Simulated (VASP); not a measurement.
# HfN (Pm-3m) in VASP: notebook

The runs below take HfN through single point, relaxation of cell and atoms, with PBE.

All numbers are computed with VASP 6.6.1; they aren't measurements. Logs are shortened: lines on timing, memory, paths and dates and some standing lists are left out, and cuts for length are marked.

## 1. The cell of the first run

The structure is cubic, space group Pm-3m (No. 221). The conventional cell has a = 2.828 Å, b = 2.828 Å, c = 2.828 Å, α = 90.00°, β = 90.00°, γ = 90.00°. Hf (site symmetry m-3m) has 8 N at 2.45 Å and 6 Hf at 2.83 Å within 3.2 Å. Within 3.2 Å of N (site symmetry m-3m) lie 8 Hf at 2.45 Å and 6 N at 2.83 Å.

## 2. Single point, PBE

Contents of INCAR:

```
PREC = Accurate
ENCUT = 520
EDIFF = 1E-6
ISMEAR = 0
SIGMA = 0.1
LREAL = F
LASPH = T
NELM = 60
ALGO = Normal
ISIF = 2
LWAVE = F
LCHARG = F
GGA = PE
NBANDS = 14
```

Contents of KPOINTS:

```
regular mesh
0
Gamma
  6 6 6
```

Contents of POSCAR:

```
HfN
1.0
    2.8275437987      0.0000000000      0.0000000000
    0.0000000000      2.8275437987      0.0000000000
    0.0000000000      0.0000000000      2.8275437987
Hf N
1 1
Direct
    0.0000000000      0.0000000000      0.0000000000
    0.5000000000      0.5000000000      0.5000000000
```

Potentials or basis: VASP PAW PBE potentials, release 64 (Hf_pv, N).

On the command line:

```sh
> cat potpaw_PBE.64/Hf_pv/POTCAR potpaw_PBE.64/N/POTCAR > POTCAR
> mpirun -np 1 vasp_std > vasp.out
```

OUTCAR:

```text
PREC = Accurate
   ENCUT = 520
   EDIFF = 1E-6
   ISMEAR = 0
   LREAL = F
   LASPH = T
   NELM = 60
   ISIF = 2
   GGA = PE

 ion  position               nearest neighbor table
   1  0.000  0.000  0.000-   2 2.45   2 2.45   2 2.45   2 2.45   2 2.45   2 2.45   2 2.45   2 2.45

   2  0.500  0.500  0.500-   1 2.45   1 2.45   1 2.45   1 2.45   1 2.45   1 2.45   1 2.45   1 2.45

  LATTYP: Found a simple cubic cell.
 ALAT       =     2.8275437987

  Lattice vectors:

 A1 = (   2.8275437987,   0.0000000000,   0.0000000000)
 A2 = (   0.0000000000,   2.8275437987,   0.0000000000)
 A3 = (   0.0000000000,   0.0000000000,   2.8275437987)

Analysis of symmetry for initial positions (statically):
=====================================================================
 Subroutine PRICEL returns:
 Original cell was already a primitive cell.

 Routine SETGRP: Setting up the symmetry group for a
 simple cubic supercell.

 Subroutine GETGRP returns: Found 48 space group operations
[... 9 lines left out ...]

 Routine SETGRP: Setting up the symmetry group for a
 simple cubic supercell.

 Subroutine GETGRP returns: Found 48 space group operations
[... 11 lines left out ...]
                                     Primitive cell

  volume of cell :      22.6062

  direct lattice vectors                    reciprocal lattice vectors
     2.827543799  0.000000000  0.000000000     0.353663841  0.000000000  0.000000000
     0.000000000  2.827543799  0.000000000     0.000000000  0.353663841  0.000000000
     0.000000000  0.000000000  2.827543799     0.000000000  0.000000000  0.353663841

  length of vectors
     2.827543799  2.827543799  2.827543799     0.353663841  0.353663841  0.353663841

  position of ions in fractional coordinates (direct lattice)
     0.000000000  0.000000000  0.000000000
     0.500000000  0.500000000  0.500000000

  ion indices of the primitive-cell ions
   primitive index   ion index
                 1           1
                 2           2

----------------------------------------------------------------------------------------

 KPOINTS: regular mesh

Automatic generation of k-mesh.
 Grid dimensions read from file:
 generate k-points for:    6    6    6

 Generating k-lattice:

  Cartesian coordinates                     Fractional coordinates (reciprocal lattice)
     0.058943973  0.000000000  0.000000000     0.166666667  0.000000000  0.000000000
     0.000000000  0.058943973  0.000000000     0.000000000  0.166666667  0.000000000
     0.000000000  0.000000000  0.058943973     0.000000000  0.000000000  0.166666667

  Length of vectors
     0.058943973  0.058943973  0.058943973

  Shift w.r.t. Gamma in fractional coordinates (k-lattice)
     0.000000000  0.000000000  0.000000000

 Subroutine IBZKPT returns following result:
 ===========================================

 Found     20 irreducible k-points:

 Following reciprocal coordinates:
            Coordinates               Weight
  0.000000  0.000000  0.000000      1.000000
  0.166667  0.000000  0.000000      6.000000
  0.333333  0.000000  0.000000      6.000000
  0.500000  0.000000  0.000000      3.000000
  0.166667  0.166667  0.000000     12.000000
  0.333333  0.166667  0.000000     24.000000
[... 12 lines left out ...]
  0.500000  0.500000  0.333333      6.000000
  0.500000  0.500000  0.500000      1.000000
   k-points           NKPTS =     20   k-points in BZ     NKDIM =     20   number of bands    NBANDS=     14
   number of dos      NEDOS =    301   number of ions     NIONS =      2
   total plane-waves  NPLWV =  13824
   dimension x,y,z NGX =    24 NGY =   24 NGZ =   24
   dimension x,y,z NGXF=    48 NGYF=   48 NGZF=   48
   ions per type =               1   1
   NGX,Y,Z   is equivalent  to a cutoff of  14.11, 14.11, 14.11 a.u.
   NGXF,Y,Z  is equivalent  to a cutoff of  28.22, 28.22, 28.22 a.u.
 SYSTEM =  unknown system
   PREC   = accura    normal or accurate (medium, high low for compatibility)
   ISTART =      0    job   : 0-new  1-cont  2-samecut
   ICHARG =      2    charge: 1-file 2-atom 10-const
   ISPIN  =      1    spin polarized calculation?
   LNONCOLLINEAR =      F non collinear calculations
   LSORBIT =      F    spin-orbit coupling
   LASPH  =      T    aspherical Exc in radial PAW
   ENCUT  =  520.0 eV  38.22 Ry    6.18 a.u.   5.26  5.26  5.26*2*pi/ulx,y,z
   NELM   =     60;   NELMIN=  2; NELMDL= -5     # of ELM steps
   EDIFF  = 0.1E-05   stopping-criterion for ELM
   LREAL  =      F    real-space projection
[... 7 lines left out ...]
   TEBEG  =    0.0;   TEEND  =   0.0 temperature during run
   PSTRESS=    0.0 pullay stress
   NELECT =      15.0000    total number of electrons
   NUPDOWN=      -1.0000    fix difference up-down
   EMIN   =  10.00;   EMAX   =-10.00  energy-range for DOS
   EFERMI =   0.00;   METHOD = LEGACY
   ISMEAR =     0;   SIGMA  =   0.10  broadening in eV -4-tet -1-fermi 0-gaus
   EFERMI_NEDOS =   21; number of points for ismear=-14 and -15
   IALGO  =     38    algorithm
   IMIX   =      4    mixing-type and parameters
     AMIX     =   0.40;   BMIX     =  1.00
     AMIX_MAG =   1.60;   BMIX_MAG =  1.00
  volume/ion in A,a.u.               =      11.30        76.28
  Fermi-wavevector in a.u.,A,eV,Ry     =   1.427894  2.698328 27.740656  2.038881
  Thomas-Fermi vector in A             =   2.548014
   LORBIT       =      0    0 simple, 1 ext, 2 COOP (PROOUT), +10 PAW based schemes
   GGA     = PE    functional components
   LHFCALC =     F    Hartree Fock is set to
   AEXX    =    0.0000 exact exchange contribution
   IVDW    =     0    specifies the selected vdW correction
   LEPSILON=     F    determine dielectric tensor
   LRPA    =     F    only Hartree local field effects (RPA)
 non-spin polarized calculation
 Gauss-broadening in eV      SIGMA  =   0.10
  energy-cutoff  :      520.00
  volume of cell :       22.61
 maximum number of plane-waves:       624
 NGX is ok and might be reduce to    24
   NGX = 11   NGY = 11   NGZ = 11

 number of electron      14.9999999 magnetization

 Free energy of the ion-electron system (eV)
  ---------------------------------------------------
  ext. energy  EPLUGINS =         0.00000000
  ---------------------------------------------------
  free energy    TOTEN  =       -19.74072840 eV

  energy without entropy =      -19.73314946  energy(sigma->0) =      -19.73693893

 E-fermi :   7.5497     XC(G=0): -12.9167

 val. band max:        7.5139946815   @ k =   0.5000   0.5000   0.1667
 cond. band min:       7.6047550712   @ k =   0.5000   0.1667   0.1667
 fundamental gap:      0.0907603897
 Fermi energy:         7.5497488082

 k-point     1 :       0.0000    0.0000    0.0000
  band No.  band energies     occupation
      1     -22.8087      2.00000
      2     -22.8087      2.00000
      3     -22.8087      2.00000
      4      -8.7103      2.00000
      5       4.9938      2.00000
      6       4.9938      2.00000
      7       6.3143      2.00000
      8       6.3143      2.00000
      9       6.3143      2.00000
     10      10.6744      0.00000
     11      13.7254      0.00000
     12      13.7254      0.00000
     13      13.7254      0.00000
     14      20.4051      0.00000

 k-point     2 :       0.1667    0.0000    0.0000
  band No.  band energies     occupation
      1     -23.1648      2.00000
      2     -22.7769      2.00000
      3     -22.7769      2.00000
      4      -8.2040      2.00000
      5       3.5013      2.00000
      6       5.2559      2.00000
      7       5.9079      2.00000
      8       5.9079      2.00000
      9       7.4239      1.92480
     10      12.2021      0.00000
     11      13.8427      0.00000
     12      13.8427      0.00000
     13      13.8676      0.00000
     14      20.4048      0.00000

 k-point     3 :       0.3333    0.0000    0.0000
  band No.  band energies     occupation
      1     -23.8200      2.00000
      2     -22.7127      2.00000
      3     -22.7127      2.00000
      4      -7.0559      2.00000
      5       0.9532      2.00000
      6       5.1399      2.00000
      7       5.1399      2.00000
      8       5.8557      2.00000
      9      10.8158      0.00000
     10      14.1692      0.00000
     11      14.2229      0.00000
     12      14.2229      0.00000
     13      14.4697      0.00000
     14      19.3245      0.00000

 k-point     4 :       0.5000    0.0000    0.0000
  band No.  band energies     occupation
      1     -24.1239      2.00000
      2     -22.6802      2.00000
      3     -22.6802      2.00000
      4      -6.3209      2.00000
      5      -0.3068      2.00000
      6       4.7772      2.00000
      7       4.7772      2.00000
      8       6.2073      2.00000
      9      13.0494      0.00000
     10      14.3296      0.00000
     11      14.4873      0.00000
     12      14.4873      0.00000
     13      16.7668      0.00000
     14      18.0255      0.00000

 k-point     5 :       0.1667    0.1667    0.0000
  band No.  band energies     occupation
      1     -23.1563      2.00000
      2     -23.0915      2.00000
      3     -22.7462      2.00000
      4      -7.7983      2.00000
      5       3.2702      2.00000
      6       4.2238      2.00000
      7       5.7619      2.00000
      8       6.4422      2.00000
      9       8.4662      0.00000
     10      11.8341      0.00000
     11      12.7227      0.00000
[... 208 lines left out ...]
 k-point    18 :       0.5000    0.3333    0.3333
  band No.  band energies     occupation
      1     -23.7839      2.00000
      2     -23.4825      2.00000
      3     -23.4452      2.00000
      4      -6.0145      2.00000
      5       1.4250      2.00000
      6       1.5372      2.00000
      7       3.0968      2.00000
      8      11.1851      0.00000
      9      11.4279      0.00000
     10      12.1142      0.00000
     11      14.8900      0.00000
     12      15.1873      0.00000
     13      18.7955      0.00000
     14      19.0113      0.00000

 k-point    19 :       0.5000    0.5000    0.3333
  band No.  band energies     occupation
      1     -23.7310      2.00000
      2     -23.7310      2.00000
      3     -23.4192      2.00000
      4      -5.7454      2.00000
      5       1.2078      2.00000
      6       1.2078      2.00000
      7       1.8852      2.00000
      8      11.6425      0.00000
      9      13.5312      0.00000
     10      13.5312      0.00000
     11      14.3335      0.00000
     12      16.7667      0.00000
     13      18.6222      0.00000
     14      18.6222      0.00000

 k-point    20 :       0.5000    0.5000    0.5000
  band No.  band energies     occupation
      1     -23.6818      2.00000
      2     -23.6818      2.00000
      3     -23.6818      2.00000
      4      -5.2022      2.00000
      5       0.6497      2.00000
      6       0.6497      2.00000
      7       0.6497      2.00000
      8      15.1513      0.00000
      9      15.1513      0.00000
     10      15.1513      0.00000
     11      16.8445      0.00000
     12      16.8445      0.00000
     13      17.0133      0.00000
     14      17.0133      0.00000

------------------------ aborting loop because EDIFF is reached ----------------------------------------

  FORCE on cell =-STRESS in cart. coord.  units (eV):
  Direction    XX          YY          ZZ          XY          YZ          ZX
  --------------------------------------------------------------------------------------
  -------------------------------------------------------------------------------------
  Total       -0.3597231     -0.3597231     -0.3597231     -0.0000000     -0.0000000      0.0000000
  in kB      -25.4947566    -25.4947566    -25.4947566     -0.0000000     -0.0000000      0.0000000
  external PRESSURE =     -25.4947566 kB  Pullay stress =       0.0000000 kB

 VOLUME and BASIS-vectors are now :
 -----------------------------------------------------------------------------
  energy-cutoff  :      520.00
  volume of cell :       22.61
      direct lattice vectors                 reciprocal lattice vectors
     2.827543799  0.000000000  0.000000000     0.353663841  0.000000000  0.000000000
     0.000000000  2.827543799  0.000000000     0.000000000  0.353663841  0.000000000
     0.000000000  0.000000000  2.827543799     0.000000000  0.000000000  0.353663841

 POSITION                                       TOTAL-FORCE (eV/Angst)
 -----------------------------------------------------------------------------------
      0.00000      0.00000      0.00000         0.000000      0.000000      0.000000
      1.41377      1.41377      1.41377         0.000000      0.000000      0.000000
 -----------------------------------------------------------------------------------
    total drift:                                0.000000      0.000000     -0.000000

  FREE ENERGIE OF THE ION-ELECTRON SYSTEM (eV)
  ---------------------------------------------------
  free  energy   TOTEN  =       -19.7407283999 eV

  energy  without entropy=      -19.7331494628  energy(sigma->0) =      -19.73693893
```

It took 3.6 s on 1 thread of AMD EPYC 9R45 (Zen 5), shared host; peak memory 0.11 GiB.

Results:

```
Free energy : -19.7407 eV
Pressure    : -2.5 GPa
```

Caveat: the k points lie up to 0.37 Å⁻¹ apart; spin-orbit coupling is left out, which moves the levels of the heavy elements.

[end of part 1 of 2]
